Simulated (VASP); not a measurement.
# Ga (Cmcm) in VASP: notebook

Runs on Ga. Level: LDA. Tasks: single point.

Program: VASP 6.6.1. These are calculated values, not measurements. Logs are shortened: lines on timing, memory, paths and dates and some standing lists are left out, and cuts for length are marked.

## 1. The cell of the first run

Symmetry: Cmcm, No. 63, orthorhombic system. Conventional cell: a = 7.697 Å, b = 4.692 Å, c = 4.525 Å, α = 90.00°, β = 90.00°, γ = 90.00°. Within 3.3 Å of Ga (site symmetry m) lie 7 Ga at 2.50 to 2.78 Å.

## 2. Single point, LDA

Input file INCAR:

```
SYSTEM = Ga
PREC     = Accurate       ! precision mode
ENCUT    = 520            ! plane-wave cutoff, eV
EDIFF    = 1E-6           ! SCF threshold, eV
ISMEAR   = -1             ! smearing method
SIGMA    = 0.05           ! smearing width, eV
LREAL    = .FALSE.        ! projectors in reciprocal space
LASPH    = .TRUE.         ! aspherical terms in the spheres
NELM     = 80             ! most SCF steps
ALGO     = Normal         ! electronic algorithm
ISIF     = 2              ! what is computed and relaxed
LWAVE    = .FALSE.        ! write WAVECAR
LCHARG   = .FALSE.        ! write CHGCAR
GGA      = CA             ! functional
NBANDS   = 34             ! bands
```

Input file KPOINTS:

```
Automatic mesh
0
G
  6 6 5
  0 0 0
```

Input file POSCAR:

```
Ga
1.0
    3.8485035298     -2.3458592191      0.0000000000
    3.8485035298      2.3458592191      0.0000000000
    0.0000000000      0.0000000000      4.5253486905
Ga
4
Direct
    0.9903150000      0.3344500000      0.2500000000
    0.3344500000      0.9903150000      0.7500000000
    0.0096850000      0.6655500000      0.7500000000
    0.6655500000      0.0096850000      0.2500000000
```

Potentials or basis: VASP PAW LDA potentials, release 64 (Ga_d).

On the command line:

```sh
cat potpaw_LDA.64/Ga_d/POTCAR > POTCAR
mpirun -np 1 vasp_std > vasp.out
```

OUTCAR:

```text
SYSTEM = Ga
   PREC = Accurate
   ENCUT = 520
   EDIFF = 1E-6
   ISMEAR = -1
   LREAL = .FALSE.
   LASPH = .TRUE.
   NELM = 80
   ISIF = 2
   GGA = CA

 ion  position               nearest neighbor table
   1  0.990  0.334  0.250-   4 2.50   4 2.71   4 2.71   3 2.73   3 2.73   2 2.78   2 2.78
   2  0.334  0.990  0.750-   3 2.50   3 2.71   3 2.71   4 2.73   4 2.73   1 2.78   1 2.78
   3  0.010  0.666  0.750-   2 2.50   2 2.71   2 2.71   1 2.73   1 2.73   4 2.78   4 2.78
   4  0.666  0.010  0.250-   1 2.50   1 2.71   1 2.71   2 2.73   2 2.73   3 2.78   3 2.78

  LATTYP: Found a base centered orthorhombic cell.
 ALAT       =     4.6917184382
 B/A-ratio  =     1.6405517852
 C/A-ratio  =     0.9645396991

  Lattice vectors:

 A1 = (  -3.8485035298,  -2.3458592191,   0.0000000000)
 A2 = (   3.8485035298,  -2.3458592191,   0.0000000000)
 A3 = (   0.0000000000,   0.0000000000,   4.5253486905)

Analysis of symmetry for initial positions (statically):
=====================================================================
 Subroutine PRICEL returns:
 Original cell was already a primitive cell.

 Routine SETGRP: Setting up the symmetry group for a
 base centered orthorhombic supercell.

 Subroutine GETGRP returns: Found  8 space group operations
 (whereof  4 operations were pure point group operations)
 out of a pool of  8 trial point group operations.

The static configuration has the point symmetry C_2h.
 The point group associated with its full space group is D_2h.

Analysis of symmetry for dynamics (positions and initial velocities):
=====================================================================
 Subroutine PRICEL returns:
 Original cell was already a primitive cell.

 Routine SETGRP: Setting up the symmetry group for a
 base centered orthorhombic supercell.

 Subroutine GETGRP returns: Found  8 space group operations
 (whereof  4 operations were pure point group operations)
 out of a pool of  8 trial point group operations.

The dynamic configuration has the point symmetry C_2h.
 The point group associated with its full space group is D_2h.

 Subroutine INISYM returns: Found  8 space group operations
 (whereof  4 operations are pure point group operations),
 and found     1 'primitive' translations

----------------------------------------------------------------------------------------

                                     Primitive cell

  volume of cell :      81.7101

  direct lattice vectors                    reciprocal lattice vectors
     3.848503530 -2.345859219  0.000000000     0.129920629 -0.213141520  0.000000000
[... 86 lines left out ...]
   LSORBIT =      F    spin-orbit coupling
   LASPH  =      T    aspherical Exc in radial PAW
   ENCUT  =  520.0 eV  38.22 Ry    6.18 a.u.   8.38  8.38  8.41*2*pi/ulx,y,z
   NELM   =     80;   NELMIN=  2; NELMDL= -5     # of ELM steps
   EDIFF  = 0.1E-05   stopping-criterion for ELM
   LREAL  =      F    real-space projection
   EDIFFG = 0.1E-04   stopping-criterion for IOM
   NSW    =      0    number of steps for IOM
   IBRION =     -1    ionic relax: 0-MD 1-quasi-New 2-CG
   NFREE  =      0    steps in history (QN), initial steepest desc. (CG)
   ISIF   =      2    stress and relaxation
   ISYM   =      2    0-nonsym 1-usesym 2-fastsym
   POTIM  = 0.5000    time-step for ionic-motion
   TEBEG  =    0.0;   TEEND  =   0.0 temperature during run
   PSTRESS=    0.0 pullay stress
   NELECT =      52.0000    total number of electrons
   NUPDOWN=      -1.0000    fix difference up-down
   EMIN   =  10.00;   EMAX   =-10.00  energy-range for DOS
   EFERMI =   0.00;   METHOD = LEGACY
   ISMEAR =    -1;   SIGMA  =   0.05  broadening in eV -4-tet -1-fermi 0-gaus
   EFERMI_NEDOS =   21; number of points for ismear=-14 and -15
   IALGO  =     38    algorithm
   IMIX   =      4    mixing-type and parameters
     AMIX     =   0.40;   BMIX     =  1.00
     AMIX_MAG =   1.60;   BMIX_MAG =  1.00
  volume/ion in A,a.u.               =      20.43       137.85
  Fermi-wavevector in a.u.,A,eV,Ry     =   1.408156  2.661028 26.979023  1.982902
  Thomas-Fermi vector in A             =   2.530342
   LORBIT       =      0    0 simple, 1 ext, 2 COOP (PROOUT), +10 PAW based schemes
   GGA     = CA    functional components
   LHFCALC =     F    Hartree Fock is set to
   AEXX    =    0.0000 exact exchange contribution
   IVDW    =     0    specifies the selected vdW correction
   LEPSILON=     F    determine dielectric tensor
   LRPA    =     F    only Hartree local field effects (RPA)
 non-spin polarized calculation
  energy-cutoff  :      520.00
  volume of cell :       81.71
 maximum number of plane-waves:      2217
 NGX is ok and might be reduce to    36
   NGX = 17   NGY = 17   NGZ = 17

 number of electron      51.9999998 magnetization

 Free energy of the ion-electron system (eV)
  ---------------------------------------------------
  ext. energy  EPLUGINS =         0.00000000
  ---------------------------------------------------
  free energy    TOTEN  =       -14.31509371 eV

  energy without entropy =      -14.30591399  energy(sigma->0) =      -14.31050385

 E-fermi :   4.4777     XC(G=0): -10.7083

 val. band max:        4.4762423988   @ k =  -0.3333   0.1667   0.0000
 cond. band min:       4.5092474436   @ k =   0.5000   0.1667   0.0000
 fundamental gap:      0.0330050448
 Fermi energy:         4.4777285575

 k-point     1 :       0.0000    0.0000    0.0000
  band No.  band energies     occupation
      1     -10.8172      2.00000
      2     -10.7915      2.00000
      3     -10.7661      2.00000
      4     -10.7341      2.00000
      5     -10.6743      2.00000
      6     -10.6535      2.00000
[... 877 lines left out ...]
     33      12.2120      0.00000
     34      12.7047      0.00000

 [... further k-points ...]
[... 5 lines left out ...]
  --------------------------------------------------------------------------------------
  -------------------------------------------------------------------------------------
  Total       -1.8198442     -1.9803191     -1.5542045      0.0000000     -0.0000000      0.0000000
  in kB      -35.6836212    -38.8302229    -30.4749405      0.0000000     -0.0000000      0.0000000
  external PRESSURE =     -34.9962615 kB  Pullay stress =       0.0000000 kB

 VOLUME and BASIS-vectors are now :
 -----------------------------------------------------------------------------
  energy-cutoff  :      520.00
  volume of cell :       81.71
      direct lattice vectors                 reciprocal lattice vectors
     3.848503530 -2.345859219  0.000000000     0.129920629 -0.213141520  0.000000000
     3.848503530  2.345859219  0.000000000     0.129920629  0.213141520  0.000000000
     0.000000000  0.000000000  4.525348691     0.000000000  0.000000000  0.220977447

 POSITION                                       TOTAL-FORCE (eV/Angst)
 -----------------------------------------------------------------------------------
      5.09836     -1.53857      1.13134         0.019838     -0.018997     -0.000000
      5.09836      1.53857      3.39401         0.019838      0.018997      0.000000
      2.59864      1.53857      3.39401        -0.019838      0.018997      0.000000
      2.59864     -1.53857      1.13134        -0.019838     -0.018997     -0.000000
 -----------------------------------------------------------------------------------
    total drift:                                0.000000     -0.000000      0.000000

  FREE ENERGIE OF THE ION-ELECTRON SYSTEM (eV)
  ---------------------------------------------------
  free  energy   TOTEN  =       -14.3150937140 eV

  energy  without entropy=      -14.3059139859  energy(sigma->0) =      -14.31050385
```

Wall time 1.8 min (1 thread of Intel Xeon Platinum 8259CL at 2.50GHz (Skylake/Cascade Lake), shared host); peak memory 0.21 GiB.

Results:

```yaml
Free_energy: -14.3151 eV
Pressure: -3.5 GPa
Largest_force: 0.027 eV/Å
Band_gap_on_the_k_mesh: zero (bands 26 and 27 overlap by 0.65 eV)
```

Forces on the atoms (eV/Å):
```
Ga   0.020 -0.019  0.000
Ga   0.020  0.019  0.000
Ga  -0.020  0.019  0.000
Ga  -0.020 -0.019  0.000
```

Levels at points of the mesh, in eV from the Fermi level:
| k point | band 24 | band 25 | band 26 | band 27 | band 28 | band 29 |
| --- | --- | --- | --- | --- | --- | --- |
| (0.00, 0.00, 0.00) | -2.55 | -2.42 | -1.08 | 0.82 | 0.99 | 2.36 |
| (0.50, 0.00, 0.00) | -3.23 | -1.27 | -0.35 | -0.31 | -0.07 | 3.48 |
| (0.50, 0.50, 0.00) | -2.83 | -1.83 | -1.72 | 0.40 | 1.21 | 3.19 |

Caveat: the cell stands under tension.

## 3. Single point, LDA

This run uses another cell than the first one, of 20.93 Å³/atom.

Input file INCAR:

```
PREC     = Accurate       # precision mode
ENCUT    = 520            # plane-wave cutoff, eV
EDIFF    = 1E-6           # SCF threshold, eV
ISMEAR   = -1             # smearing method
SIGMA    = 0.05           # smearing width, eV
LREAL    = False          # projectors in reciprocal space
LASPH    = True           # aspherical terms in the spheres
NELM     = 60             # most SCF steps
ALGO     = Normal         # electronic algorithm
ISIF     = 2              # what is computed and relaxed
LWAVE    = False          # write WAVECAR
LCHARG   = False          # write CHGCAR
NBANDS   = 34             # bands
```

Input file KPOINTS:

```
Automatic mesh
0
Gamma
  6 6 5
```

Input file POSCAR:

```
Ga
1.0
    3.8795411889     -2.3647782557      0.0000000000
    3.8795411889      2.3647782557      0.0000000000
    0.0000000000      0.0000000000      4.5618450141
Ga
4
Direct
    0.9903150000      0.3344500000      0.2500000000
    0.3344500000      0.9903150000      0.7500000000
    0.0096850000      0.6655500000      0.7500000000
    0.6655500000      0.0096850000      0.2500000000
```

Potentials or basis: VASP PAW LDA potentials, release 64 (Ga_d).

On the command line:

```sh
cat potpaw_LDA.64/Ga_d/POTCAR > POTCAR
mpirun -np 1 vasp_std > vasp.out
```

Run time: 84 s. Hardware: 1 thread of Intel Xeon Platinum 8259CL at 2.50GHz (Skylake/Cascade Lake), shared host; peak memory 0.21 GiB.

It converged, with:

* Free energy: -14.2665 eV
* Pressure: -4.5 GPa
* Largest force: 0.038 eV/Å
* Band gap on the k mesh: zero (bands 26 and 27 overlap by 0.49 eV)

Forces on the atoms (eV/Å):
```
Ga   0.019 -0.033  0.000
Ga   0.019  0.033  0.000
Ga  -0.019  0.033  0.000
Ga  -0.019 -0.033  0.000
```

Stress tensor (GPa, compression positive):
```
-4.66  0.00  0.00
 0.00 -4.71  0.00
 0.00  0.00 -4.08
```

Levels at points of the mesh, in eV from the Fermi level:
| k point | band 22 | band 23 | band 24 | band 25 | band 26 | band 27 | band 28 | band 29 | band 30 | band 31 |
| --- | --- | --- | --- | --- | --- | --- | --- | --- | --- | --- |
| (0.00, 0.00, 0.00) | -4.22 | -3.11 | -2.54 | -2.44 | -1.04 | 0.78 | 1.00 | 2.36 | 4.25 | 4.51 |
| (0.50, 0.00, 0.00) | -8.09 | -3.25 | -3.25 | -1.23 | -0.36 | -0.28 | -0.05 | 3.39 | 3.81 | 5.65 |
| (0.50, 0.50, 0.00) | -7.18 | -4.54 | -2.75 | -1.89 | -1.66 | 0.40 | 1.22 | 3.15 | 3.53 | 4.63 |

Caveat: the cell stands under tension.
